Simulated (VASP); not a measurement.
# Ga3Se (Pm-3m) in VASP: notebook, part 2 of 2

VASP 6.6.1.

### Step 5. Single point, LDA

This run uses another cell than the first one, of 21.77 Å³/atom, 1.042 times its volume.

File INCAR:

```
ALGO = Normal ; EDIFF = 1E-6
ENCUT = 520 ; ISIF = 2
ISMEAR = -1 ; LASPH = True
LCHARG = False ; LREAL = False
LWAVE = False ; NBANDS = 30
NELM = 100 ; PREC = Accurate
SIGMA = 0.05
```

File KPOINTS:

```
k-points
0
Gamma
  6 6 6
```

File POSCAR:

```
Ga3Se
1.0
    4.4324650000      0.0000000000      0.0000000000
    0.0000000000      4.4324650000      0.0000000000
    0.0000000000      0.0000000000      4.4324650000
Se Ga
1 3
Direct
    0.0000000000      0.0000000000      0.0000000000
    0.5000000000      0.5000000000      0.0000000000
    0.5000000000      0.0000000000      0.5000000000
    0.0000000000      0.5000000000      0.5000000000
```

Potentials or basis: VASP PAW LDA potentials, release 64 (Se, Ga_d).

Launch:

```bash
> cat potpaw_LDA.64/Se/POTCAR potpaw_LDA.64/Ga_d/POTCAR > POTCAR
> mpirun -np 1 vasp_std > vasp.out
```

OUTCAR:

```text
EDIFF = 1E-6
   ENCUT = 520
   ISIF = 2
   ISMEAR = -1
   LASPH = True
   LREAL = False
   NELM = 100
   PREC = Accurate

 ion  position               nearest neighbor table
   1  0.000  0.000  0.000-
   2  0.500  0.500  0.000-
   3  0.500  0.000  0.500-
   4  0.000  0.500  0.500-

  LATTYP: Found a simple cubic cell.
 ALAT       =     4.4324650000

  Lattice vectors:

 A1 = (   4.4324650000,   0.0000000000,   0.0000000000)
 A2 = (   0.0000000000,   4.4324650000,   0.0000000000)
 A3 = (   0.0000000000,   0.0000000000,   4.4324650000)

Analysis of symmetry for initial positions (statically):
=====================================================================
 Subroutine PRICEL returns:
 Original cell was already a primitive cell.

 Routine SETGRP: Setting up the symmetry group for a
 simple cubic supercell.

 Subroutine GETGRP returns: Found 48 space group operations
 (whereof 48 operations were pure point group operations)
 out of a pool of 48 trial point group operations.

The static configuration has the point symmetry O_h .

Analysis of symmetry for dynamics (positions and initial velocities):
=====================================================================
 Subroutine PRICEL returns:
 Original cell was already a primitive cell.

 Routine SETGRP: Setting up the symmetry group for a
 simple cubic supercell.

 Subroutine GETGRP returns: Found 48 space group operations
 (whereof 48 operations were pure point group operations)
 out of a pool of 48 trial point group operations.

The dynamic configuration has the point symmetry O_h .

 Subroutine INISYM returns: Found 48 space group operations
 (whereof 48 operations are pure point group operations),
 and found     1 'primitive' translations

----------------------------------------------------------------------------------------

                                     Primitive cell

  volume of cell :      87.0835

  direct lattice vectors                    reciprocal lattice vectors
     4.432465000  0.000000000  0.000000000     0.225608098  0.000000000  0.000000000
     0.000000000  4.432465000  0.000000000     0.000000000  0.225608098  0.000000000
     0.000000000  0.000000000  4.432465000     0.000000000  0.000000000  0.225608098

  length of vectors
     4.432465000  4.432465000  4.432465000     0.225608098  0.225608098  0.225608098

  position of ions in fractional coordinates (direct lattice)
     0.000000000  0.000000000  0.000000000
     0.500000000  0.500000000  0.000000000
     0.500000000  0.000000000  0.500000000
     0.000000000  0.500000000  0.500000000

  ion indices of the primitive-cell ions
   primitive index   ion index
                 1           1
                 2           2
                 3           3
                 4           4

----------------------------------------------------------------------------------------

 KPOINTS: k-points

Automatic generation of k-mesh.
 Grid dimensions read from file:
 generate k-points for:    6    6    6

 Generating k-lattice:

  Cartesian coordinates                     Fractional coordinates (reciprocal lattice)
     0.037601350  0.000000000  0.000000000     0.166666667  0.000000000  0.000000000
     0.000000000  0.037601350  0.000000000     0.000000000  0.166666667  0.000000000
     0.000000000  0.000000000  0.037601350     0.000000000  0.000000000  0.166666667

  Length of vectors
     0.037601350  0.037601350  0.037601350

  Shift w.r.t. Gamma in fractional coordinates (k-lattice)
     0.000000000  0.000000000  0.000000000

 Subroutine IBZKPT returns following result:
 ===========================================

 Found     20 irreducible k-points:

 Following reciprocal coordinates:
            Coordinates               Weight
  0.000000  0.000000  0.000000      1.000000
  0.166667  0.000000  0.000000      6.000000
  0.333333  0.000000  0.000000      6.000000
  0.500000  0.000000  0.000000      3.000000
  0.166667  0.166667  0.000000     12.000000
  0.333333  0.166667  0.000000     24.000000
[... 12 lines left out ...]
  0.500000  0.500000  0.333333      6.000000
  0.500000  0.500000  0.500000      1.000000
   k-points           NKPTS =     20   k-points in BZ     NKDIM =     20   number of bands    NBANDS=     30
   number of dos      NEDOS =    301   number of ions     NIONS =      4
   total plane-waves  NPLWV =  46656
   dimension x,y,z NGX =    36 NGY =   36 NGZ =   36
   dimension x,y,z NGXF=    72 NGYF=   72 NGZF=   72
   ions per type =               1   3
   NGX,Y,Z   is equivalent  to a cutoff of  13.50, 13.50, 13.50 a.u.
   NGXF,Y,Z  is equivalent  to a cutoff of  27.00, 27.00, 27.00 a.u.
 SYSTEM =  unknown system
   PREC   = accura    normal or accurate (medium, high low for compatibility)
   ISTART =      0    job   : 0-new  1-cont  2-samecut
   ICHARG =      2    charge: 1-file 2-atom 10-const
   ISPIN  =      1    spin polarized calculation?
   LNONCOLLINEAR =      F non collinear calculations
   LSORBIT =      F    spin-orbit coupling
   LASPH  =      T    aspherical Exc in radial PAW
   ENCUT  =  520.0 eV  38.22 Ry    6.18 a.u.   8.24  8.24  8.24*2*pi/ulx,y,z
   NELM   =    100;   NELMIN=  2; NELMDL= -5     # of ELM steps
   EDIFF  = 0.1E-05   stopping-criterion for ELM
   LREAL  =      F    real-space projection
   EDIFFG = 0.1E-04   stopping-criterion for IOM
   NSW    =      0    number of steps for IOM
   IBRION =     -1    ionic relax: 0-MD 1-quasi-New 2-CG
   NFREE  =      0    steps in history (QN), initial steepest desc. (CG)
   ISIF   =      2    stress and relaxation
   ISYM   =      2    0-nonsym 1-usesym 2-fastsym
   POTIM  = 0.5000    time-step for ionic-motion
   TEBEG  =    0.0;   TEEND  =   0.0 temperature during run
   PSTRESS=    0.0 pullay stress
   NELECT =      45.0000    total number of electrons
   NUPDOWN=      -1.0000    fix difference up-down
   EMIN   =  10.00;   EMAX   =-10.00  energy-range for DOS
   EFERMI =   0.00;   METHOD = LEGACY
   ISMEAR =    -1;   SIGMA  =   0.05  broadening in eV -4-tet -1-fermi 0-gaus
   EFERMI_NEDOS =   21; number of points for ismear=-14 and -15
   IALGO  =     38    algorithm
   IMIX   =      4    mixing-type and parameters
     AMIX     =   0.40;   BMIX     =  1.00
     AMIX_MAG =   1.60;   BMIX_MAG =  1.00
  volume/ion in A,a.u.               =      21.77       146.92
  Fermi-wavevector in a.u.,A,eV,Ry     =   1.313713  2.482557 23.481488  1.725841
  Thomas-Fermi vector in A             =   2.444016
   LORBIT       =      0    0 simple, 1 ext, 2 COOP (PROOUT), +10 PAW based schemes
   GGA     = CA    functional components
   LHFCALC =     F    Hartree Fock is set to
   AEXX    =    0.0000 exact exchange contribution
   IVDW    =     0    specifies the selected vdW correction
   LEPSILON=     F    determine dielectric tensor
   LRPA    =     F    only Hartree local field effects (RPA)
 non-spin polarized calculation
  energy-cutoff  :      520.00
  volume of cell :       87.08
 maximum number of plane-waves:      2364
 NGX is ok and might be reduce to    36
   NGX = 17   NGY = 17   NGZ = 17

 number of electron      44.9999942 magnetization

 Free energy of the ion-electron system (eV)
  ---------------------------------------------------
  ext. energy  EPLUGINS =         0.00000000
  ---------------------------------------------------
  free energy    TOTEN  =       -14.82320949 eV

  energy without entropy =      -14.81251451  energy(sigma->0) =      -14.81786200

 E-fermi :   4.4247     XC(G=0): -10.5530

 val. band max:        4.4003101387   @ k =   0.5000   0.1667   0.0000
 cond. band min:       4.5281194782   @ k =   0.5000   0.3333   0.1667
 fundamental gap:      0.1278093396
 Fermi energy:         4.4247498916

 k-point     1 :       0.0000    0.0000    0.0000
  band No.  band energies     occupation
      1     -10.6864      2.00000
      2     -10.6681      2.00000
      3     -10.6681      2.00000
      4     -10.6681      2.00000
      5     -10.6139      2.00000
      6     -10.6139      2.00000
[... 22 lines left out ...]
     29      10.5001      0.00000
     30      11.5360      0.00000
[... 596 lines left out ...]
  band No.  band energies     occupation
      1     -10.7279      2.00000
      2     -10.6165      2.00000
      3     -10.6165      2.00000
      4     -10.6165      2.00000
      5     -10.6056      2.00000
      6     -10.6056      2.00000
[... 22 lines left out ...]
     29      12.8710      0.00000
     30      12.8710      0.00000

------------------------ aborting loop because EDIFF is reached ----------------------------------------

  FORCE on cell =-STRESS in cart. coord.  units (eV):
  Direction    XX          YY          ZZ          XY          YZ          ZX
  --------------------------------------------------------------------------------------
  -------------------------------------------------------------------------------------
  Total       -2.6327623     -2.6327623     -2.6327623     -0.0000000      0.0000000     -0.0000000
  in kB      -48.4380090    -48.4380090    -48.4380090     -0.0000000      0.0000000     -0.0000000
  external PRESSURE =     -48.4380090 kB  Pullay stress =       0.0000000 kB

 VOLUME and BASIS-vectors are now :
 -----------------------------------------------------------------------------
  energy-cutoff  :      520.00
  volume of cell :       87.08
      direct lattice vectors                 reciprocal lattice vectors
     4.432465000  0.000000000  0.000000000     0.225608098  0.000000000  0.000000000
     0.000000000  4.432465000  0.000000000     0.000000000  0.225608098  0.000000000
     0.000000000  0.000000000  4.432465000     0.000000000  0.000000000  0.225608098

 POSITION                                       TOTAL-FORCE (eV/Angst)
 -----------------------------------------------------------------------------------
      0.00000      0.00000      0.00000         0.000000      0.000000      0.000000
      2.21623      2.21623      0.00000         0.000000      0.000000      0.000000
      2.21623      0.00000      2.21623         0.000000      0.000000      0.000000
      0.00000      2.21623      2.21623         0.000000      0.000000      0.000000
 -----------------------------------------------------------------------------------
    total drift:                                0.000000      0.000000      0.000000

  FREE ENERGIE OF THE ION-ELECTRON SYSTEM (eV)
  ---------------------------------------------------
  free  energy   TOTEN  =       -14.8232094851 eV

  energy  without entropy=      -14.8125145113  energy(sigma->0) =      -14.81786200
```

It took 17 s on 1 thread of Intel Xeon 6975P-C (Granite Rapids), shared host; peak memory 0.19 GiB.

What came out:

```yaml
Free_energy: -14.8232 eV
Pressure: -4.8 GPa
```

### Step 6. Single point, PBE

This run uses another cell than the first one, of 21.77 Å³/atom, 1.042 times its volume.

File INCAR:

```
ALGO = Normal
EDIFF = 1E-6
ENCUT = 520
GGA = PE
ISIF = 2
ISMEAR = -1
LASPH = T
LCHARG = T
LELF = T
LREAL = F
LVHAR = T
LWAVE = F
NBANDS = 30
NELM = 80
PREC = Accurate
SIGMA = 0.05
```

KPOINTS is that of step 5.

POSCAR is that of step 5.

Potentials or basis: VASP PAW PBE potentials, release 64 (Se, Ga_d).

Launch:

```bash
> cat potpaw_PBE.64/Se/POTCAR potpaw_PBE.64/Ga_d/POTCAR > POTCAR
> mpirun -np 1 vasp_std > vasp.out
```

It took 22 s on 1 thread of Intel Xeon 6975P-C (Granite Rapids), shared host; peak memory 0.22 GiB.

It converged, with:

```
Free energy : -12.4234 eV
Pressure    : -0.4 GPa
```

Levels at points of the mesh, in eV from the Fermi level:
```
           k point  band 19  band 20  band 21  band 22  band 23  band 24  band 25  band 26  band 27  band 28
(0.00, 0.00, 0.00)    -3.72    -3.72    -2.84    -2.84     1.60     1.60     1.60     4.41     4.41     4.41
(0.50, 0.00, 0.00)    -2.79    -2.79    -2.17    -1.05    -0.26    -0.26     1.19     3.98     4.18     4.18
(0.50, 0.50, 0.00)    -6.39    -2.16    -0.78    -0.71    -0.71     1.35     1.67     1.67     1.85     5.29
(0.50, 0.50, 0.50)    -5.07    -4.86    -4.86    -4.86    -3.49     3.96     3.96     3.96     8.51     8.52
```

### Step 7. Summary

| level | potentials or basis | cell | gap on the mesh (eV) | pressure (GPa) |
| --- | --- | --- | --- | --- |
| PBE | VASP PAW PBE potentials, release 64 (Se, Ga_d) | a = 4.373 Å, 4 atoms | none | 1.3 |
| PBE | VASP PAW PBE potentials, release 64 (Se, Ga_d) | a = 4.403 Å, 4 atoms | none | 0.4 |
| LDA | VASP PAW LDA potentials, release 64 (Se, Ga_d) | a = 4.432 Å, 4 atoms | none | -4.8 |
| PBE | VASP PAW PBE potentials, release 64 (Se, Ga_d) | a = 4.432 Å, 4 atoms | none | -0.4 |

Alike in all rows: task single point; no spin polarisation; k mesh 6 × 6 × 6; cutoff (eV) 520; smearing fermi-dirac 0.05 eV.

Absolute energies hang on the potentials; compare differences alone.
